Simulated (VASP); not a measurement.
# BC (I4_122) in VASP: notebook

BC is run at these levels: PBE; tasks: single point.

Program: VASP 6.6.1. These are calculated values, not measurements. Logs are shortened: lines on timing, memory, paths and dates and some standing lists are left out, and cuts for length are marked.

## 1. The cell of the first run

The structure is tetragonal, space group I4_122 (No. 98). Conventional cell: a = 6.338 Å, b = 6.338 Å, c = 3.420 Å, α = 90.00°, β = 90.00°, γ = 90.00°. B (site symmetry 2) has 2 C at 1.61 Å and 2 B at 1.64 to 1.78 Å within 2.1 Å. C (site symmetry 2) has 2 C at 1.53 Å and 2 B at 1.61 Å within 2.0 Å.

The cell was generated, and may not be a known phase.

## 2. Single point, PBE

The input, INCAR:

```
PREC = Accurate
ENCUT = 520
EDIFF = 1E-7
ISMEAR = 0
SIGMA = 0.1
LREAL = F
LASPH = T
NELM = 100
ALGO = Normal
ISIF = 2
LWAVE = F
LCHARG = F
GGA = PE
NBANDS = 24
```

The input, KPOINTS:

```
regular mesh
0
Gamma
  12 12 12
```

The input, POSCAR:

```
BC
1.0
   -3.1687834400      3.1687834400      1.7101925266
    3.1687834400     -3.1687834400      1.7101925266
    3.1687834400      3.1687834400     -1.7101925266
B C
4 4
Direct
    0.7595950679      0.7595950679      0.0000000000
    0.5095950679      0.0095950679      0.5000000000
    0.2404049321      0.2404049321      0.0000000000
    0.9904049321      0.4904049321      0.5000000000
    0.6503499102      0.6503499102      0.3006998205
    0.3496500898      0.3496500898      0.6993001795
    0.4003499102      0.5996500898      0.5000000000
    0.0996500898      0.9003499102      0.5000000000
```

Potentials or basis: VASP PAW PBE potentials, release 64 (B, C).

The run is started by

```bash
> cat potpaw_PBE.64/B/POTCAR potpaw_PBE.64/C/POTCAR > POTCAR
> mpirun -np 1 vasp_std > vasp.out
```

OUTCAR:

```text
PREC = Accurate
   ENCUT = 520
   EDIFF = 1E-7
   ISMEAR = 0
   LREAL = F
   LASPH = T
   NELM = 100
   ISIF = 2
   GGA = PE

 ion  position               nearest neighbor table
   1  0.760  0.760  0.000-   6 1.61   5 1.61   3 1.64   3 1.78
   2  0.510  0.010  0.500-   7 1.61   8 1.61   4 1.64   4 1.78
   3  0.240  0.240  0.000-   5 1.61   6 1.61   1 1.64   1 1.78
   4  0.990  0.490  0.500-   7 1.61   8 1.61   2 1.64   2 1.78
   5  0.650  0.650  0.301-   7 1.53   8 1.53   3 1.61   1 1.61
   6  0.350  0.350  0.699-   7 1.53   8 1.53   1 1.61   3 1.61
   7  0.400  0.600  0.500-   5 1.53   6 1.53   2 1.61   4 1.61
   8  0.100  0.900  0.500-   5 1.53   6 1.53   2 1.61   4 1.61

  LATTYP: Found a body centered tetragonal cell.
 ALAT       =     6.3375668800
 C/A-ratio  =     0.5397000328

  Lattice vectors:

 A1 = (  -3.1687834400,   3.1687834400,   1.7101925266)
 A2 = (   3.1687834400,  -3.1687834400,   1.7101925266)
 A3 = (   3.1687834400,   3.1687834400,  -1.7101925266)

Analysis of symmetry for initial positions (statically):
=====================================================================
 Subroutine PRICEL returns:
 Original cell was already a primitive cell.

 Routine SETGRP: Setting up the symmetry group for a
 body centered tetragonal supercell.

 Subroutine GETGRP returns: Found  8 space group operations
 (whereof  4 operations were pure point group operations)
 out of a pool of 16 trial point group operations.

The static configuration has the point symmetry D_2 .
 The point group associated with its full space group is D_4 .

Analysis of symmetry for dynamics (positions and initial velocities):
=====================================================================
 Subroutine PRICEL returns:
 Original cell was already a primitive cell.

 Routine SETGRP: Setting up the symmetry group for a
 body centered tetragonal supercell.

 Subroutine GETGRP returns: Found  8 space group operations
 (whereof  4 operations were pure point group operations)
 out of a pool of 16 trial point group operations.

The dynamic configuration has the point symmetry D_2 .
 The point group associated with its full space group is D_4 .

 Subroutine INISYM returns: Found  8 space group operations
 (whereof  4 operations are pure point group operations),
 and found     1 'primitive' translations
[... 108 lines left out ...]
   LREAL  =      F    real-space projection
   EDIFFG = 0.1E-05   stopping-criterion for IOM
   NSW    =      0    number of steps for IOM
   IBRION =     -1    ionic relax: 0-MD 1-quasi-New 2-CG
   NFREE  =      0    steps in history (QN), initial steepest desc. (CG)
   ISIF   =      2    stress and relaxation
   ISYM   =      2    0-nonsym 1-usesym 2-fastsym
   POTIM  = 0.5000    time-step for ionic-motion
   TEBEG  =    0.0;   TEEND  =   0.0 temperature during run
   PSTRESS=    0.0 pullay stress
   NELECT =      28.0000    total number of electrons
   NUPDOWN=      -1.0000    fix difference up-down
   EMIN   =  10.00;   EMAX   =-10.00  energy-range for DOS
   EFERMI =   0.00;   METHOD = LEGACY
   ISMEAR =     0;   SIGMA  =   0.10  broadening in eV -4-tet -1-fermi 0-gaus
   EFERMI_NEDOS =   21; number of points for ismear=-14 and -15
   IALGO  =     38    algorithm
   IMIX   =      4    mixing-type and parameters
     AMIX     =   0.40;   BMIX     =  1.00
     AMIX_MAG =   1.60;   BMIX_MAG =  1.00
  volume/ion in A,a.u.               =       8.59        57.94
  Fermi-wavevector in a.u.,A,eV,Ry     =   1.213848  2.293839 20.047175  1.473426
  Thomas-Fermi vector in A             =   2.349286
   LORBIT       =      0    0 simple, 1 ext, 2 COOP (PROOUT), +10 PAW based schemes
   GGA     = PE    functional components
   LHFCALC =     F    Hartree Fock is set to
   AEXX    =    0.0000 exact exchange contribution
   IVDW    =     0    specifies the selected vdW correction
   LEPSILON=     F    determine dielectric tensor
   LRPA    =     F    only Hartree local field effects (RPA)
 non-spin polarized calculation
 Gauss-broadening in eV      SIGMA  =   0.10
  energy-cutoff  :      520.00
  volume of cell :       68.69
 maximum number of plane-waves:      1886
   NGX = 17   NGY = 17   NGZ = 17

 number of electron      27.9999999 magnetization

 Free energy of the ion-electron system (eV)
  ---------------------------------------------------
  ext. energy  EPLUGINS =         0.00000000
  ---------------------------------------------------
  free energy    TOTEN  =       -55.99867374 eV

  energy without entropy =      -55.98308432  energy(sigma->0) =      -55.99087903

 E-fermi :   5.0515     XC(G=0): -10.6527

 val. band max:        5.0428158024   @ k =  -0.4167   0.4167   0.3333
 cond. band min:       5.0535884260   @ k =  -0.1667  -0.2500   0.1667
 fundamental gap:      0.0107726236
 Fermi energy:         5.0515351094

 k-point     1 :       0.0000    0.0000    0.0000
  band No.  band energies     occupation
      1     -13.6278      2.00000
      2      -8.1783      2.00000
      3      -8.0344      2.00000
      4      -8.0344      2.00000
      5      -6.0385      2.00000
      6      -2.2873      2.00000
[... 637 lines left out ...]
     23      13.5735      0.00000
     24      13.9990      0.00000

 [... further k-points ...]

------------------------ aborting loop because EDIFF is reached ----------------------------------------

  FORCE on cell =-STRESS in cart. coord.  units (eV):
  Direction    XX          YY          ZZ          XY          YZ          ZX
  --------------------------------------------------------------------------------------
  -------------------------------------------------------------------------------------
  Total        0.0825313      0.0825313      0.0231343      0.0000000      0.0000000      0.0000000
  in kB        1.9250384      1.9250384      0.5396059      0.0000000      0.0000000      0.0000000
  external PRESSURE =       1.4632276 kB  Pullay stress =       0.0000000 kB

 VOLUME and BASIS-vectors are now :
 -----------------------------------------------------------------------------
  energy-cutoff  :      520.00
  volume of cell :       68.69
      direct lattice vectors                 reciprocal lattice vectors
    -3.168783440  3.168783440  1.710192527     0.000000000  0.157789262  0.292364744
     3.168783440 -3.168783440  1.710192527     0.157789262  0.000000000  0.292364744
     3.168783440  3.168783440 -1.710192527     0.157789262  0.157789262  0.000000000

 POSITION                                       TOTAL-FORCE (eV/Angst)
 -----------------------------------------------------------------------------------
      0.00000      0.00000      2.59811        -0.000000      0.000000      0.010420
      0.00000      3.16878      0.03282         0.000000     -0.000000      0.010420
      0.00000      0.00000      0.82228        -0.000000      0.000000     -0.010420
      0.00000      3.16878      1.67737         0.000000     -0.000000     -0.010420
      0.95285      0.95285      1.71019        -0.003984     -0.003984      0.000000
      2.21593      2.21593      0.00000         0.003984      0.003984      0.000000
      2.21593      0.95285      0.85510         0.003984     -0.003984      0.000000
      4.12164     -0.95285      0.85510        -0.003984      0.003984      0.000000
 -----------------------------------------------------------------------------------
    total drift:                                0.000000     -0.000000     -0.000000

  FREE ENERGIE OF THE ION-ELECTRON SYSTEM (eV)
  ---------------------------------------------------
  free  energy   TOTEN  =       -55.9986737350 eV

  energy  without entropy=      -55.9830843167  energy(sigma->0) =      -55.99087903
```

OSZICAR:

```text
N       E                     dE             d eps       ncg     rms          rms(c)
DAV:   1     0.685688363774E+02    0.68569E+02   -0.13360E+04  7824   0.106E+03
DAV:   2    -0.531426675206E+02   -0.12171E+03   -0.11482E+03 10352   0.212E+02
DAV:   3    -0.594160812447E+02   -0.62734E+01   -0.61998E+01 10496   0.444E+01
DAV:   4    -0.595133408469E+02   -0.97260E-01   -0.97197E-01  9936   0.596E+00
DAV:   5    -0.595155504130E+02   -0.22096E-02   -0.22092E-02 10944   0.838E-01    0.109E+01
DAV:   6    -0.567338183235E+02    0.27817E+01   -0.45372E+00  9824   0.893E+00    0.571E+00
DAV:   7    -0.560545153652E+02    0.67930E+00   -0.97949E-01  9936   0.565E+00    0.239E+00
DAV:   8    -0.559962592513E+02    0.58256E-01   -0.26275E-01 10320   0.258E+00    0.734E-01
DAV:   9    -0.559983852881E+02   -0.21260E-02   -0.19378E-02  9464   0.794E-01    0.166E-01
DAV:  10    -0.559985090738E+02   -0.12379E-03   -0.15201E-03 10472   0.243E-01    0.507E-02
DAV:  11    -0.559986422433E+02   -0.13317E-03   -0.25128E-04  9440   0.854E-02    0.183E-02
DAV:  12    -0.559986720491E+02   -0.29806E-04   -0.45063E-05  9984   0.327E-02    0.413E-03
DAV:  13    -0.559986732006E+02   -0.11515E-05   -0.45935E-06 10168   0.119E-02    0.348E-03
DAV:  14    -0.559986737836E+02   -0.58303E-06   -0.59230E-07  9992   0.418E-03    0.118E-03
DAV:  15    -0.559986737350E+02    0.48638E-07   -0.63376E-08  8400   0.136E-03
   1 F= -.55998674E+02 E0= -.55990879E+02  d E =-.155894E-01
```

stdout:

```text
POSCAR found type information on POSCAR B C
 POSCAR found :  2 types and       8 ions
 scaLAPACK will be used
 LDA part: xc-table for (Slater+PW92), standard interpolation
 POSCAR, INCAR and KPOINTS ok, starting setup
 FFT: planning ... GRIDC
 FFT: planning ... GRID_SOFT
 FFT: planning ... GRID
 WAVECAR not read
 entering main loop
```

It took 2.1 min on 1 thread of Intel Xeon 6975P-C (Granite Rapids), shared host; peak memory 0.33 GiB.

Results:

```
Free energy            : -55.9987 eV
Pressure               : 0.1 GPa
Largest force          : 0.010 eV/Å
Band gap on the k mesh : zero (bands 14 and 15 overlap by 0.86 eV)
```

Forces on the atoms (eV/Å):
```
B    0.000  0.000  0.010
B    0.000  0.000  0.010
B    0.000  0.000 -0.010
B    0.000  0.000 -0.010
C   -0.004 -0.004  0.000
C    0.004  0.004  0.000
C    0.004 -0.004  0.000
C   -0.004  0.004  0.000
```

Levels at points of the mesh, in eV from the Fermi level:
```csv
k point,band 10,band 11,band 12,band 13,band 14,band 15,band 16,band 17,band 18,band 19
"(0.00, 0.00, 0.00)",-5.13,-3.63,-3.22,-3.22,-0.60,1.53,1.53,4.62,5.22,5.22
"(0.50, 0.00, 0.00)",-5.72,-3.67,-2.85,-0.47,0.27,1.25,1.87,1.94,3.21,6.79
"(0.50, 0.50, 0.00)",-5.30,-3.50,-3.32,-2.87,-0.61,-0.24,2.78,4.06,5.77,6.16
"(0.50, 0.50, 0.50)",-5.67,-3.84,-3.38,-1.73,-1.73,-0.18,3.39,4.14,4.14,4.80
```

## 3. Single point, PBE, collinear spin

This run uses another cell than the first one, of 8.56 Å³/atom.

The input, INCAR:

```
SYSTEM = BC
PREC = Accurate ; ENCUT = 520
EDIFF = 1E-6 ; ISMEAR = 0
SIGMA = 0.1 ; LREAL = .FALSE.
LASPH = .TRUE. ; NELM = 150
ALGO = Normal ; ISIF = 2
LWAVE = .FALSE. ; LCHARG = .FALSE.
ISPIN = 2 ; MAGMOM = 0 0 0 0 1 1 1 1
LORBIT = 11 ; GGA = PE
NBANDS = 28
```

The input, KPOINTS:

```
Automatic mesh
0
G
  6 6 6
  0 0 0
```

The input, POSCAR:

```
BC
1.0
   -3.1569381282      3.1569381282      1.7180870441
    3.1569381282     -3.1569381282      1.7180870441
    3.1569381282      3.1569381282     -1.7180870441
B C
4 4
Direct
    0.7604262744      0.7604262744      0.0000000000
    0.5104262744      0.0104262744      0.5000000000
    0.2395737256      0.2395737256      0.0000000000
    0.9895737256      0.4895737256      0.5000000000
    0.6501165377      0.6501165377      0.3002330754
    0.3498834623      0.3498834623      0.6997669246
    0.4001165377      0.5998834623      0.5000000000
    0.0998834623      0.9001165377      0.5000000000
```

Potentials or basis: VASP PAW PBE potentials, release 64 (B, C).

The run is started by

```bash
> cat potpaw_PBE.64/B/POTCAR potpaw_PBE.64/C/POTCAR > POTCAR
> mpirun -np 1 vasp_std > vasp.out
```

Wall time 56 s (1 thread of Intel Xeon 6975P-C (Granite Rapids), shared host); peak memory 0.27 GiB.

Results (log left out):

* Free energy: -56.0163 eV
* Pressure: 0.2 GPa
* Band gap on the k mesh: zero (filled and empty bands overlap)
* Net moment: 0.00 μB per cell
* Valence electrons inside the program's atomic spheres: B 1.96; C 2.53

Stress tensor (GPa, compression positive):
```
0.29 0.00 0.00
0.00 0.29 0.00
0.00 0.00 0.03
```

Levels at points of the mesh, in eV from the Fermi level:
Spin up:
```tsv
k point	band 10	band 11	band 12	band 13	band 14	band 15	band 16	band 17	band 18	band 19
(0.00, 0.00, 0.00)	-5.15	-3.72	-3.18	-3.18	-0.63	1.57	1.57	4.66	5.13	5.13
(0.50, 0.00, 0.00)	-5.72	-3.66	-2.86	-0.51	0.27	1.27	1.87	1.93	3.27	6.88
(0.50, 0.50, 0.00)	-5.32	-3.57	-3.30	-2.90	-0.57	-0.20	2.84	3.99	5.69	6.13
(0.50, 0.50, 0.50)	-5.69	-3.88	-3.44	-1.71	-1.71	-0.11	3.44	4.07	4.07	4.70
```
Spin down:
| k point | band 12 | band 13 | band 14 | band 15 | band 16 | band 17 |
| --- | --- | --- | --- | --- | --- | --- |
| (0.00, 0.00, 0.00) | -3.18 | -3.18 | -0.63 | 1.57 | 1.57 | 4.66 |
| (0.50, 0.00, 0.00) | -2.86 | -0.51 | 0.27 | 1.27 | 1.87 | 1.93 |
| (0.50, 0.50, 0.00) | -3.30 | -2.90 | -0.57 | -0.20 | 2.84 | 3.99 |
| (0.50, 0.50, 0.50) | -3.44 | -1.71 | -1.71 | -0.11 | 3.44 | 4.07 |

The gap in the log of VASP goes by the Fermi energy; the results here count the filled bands.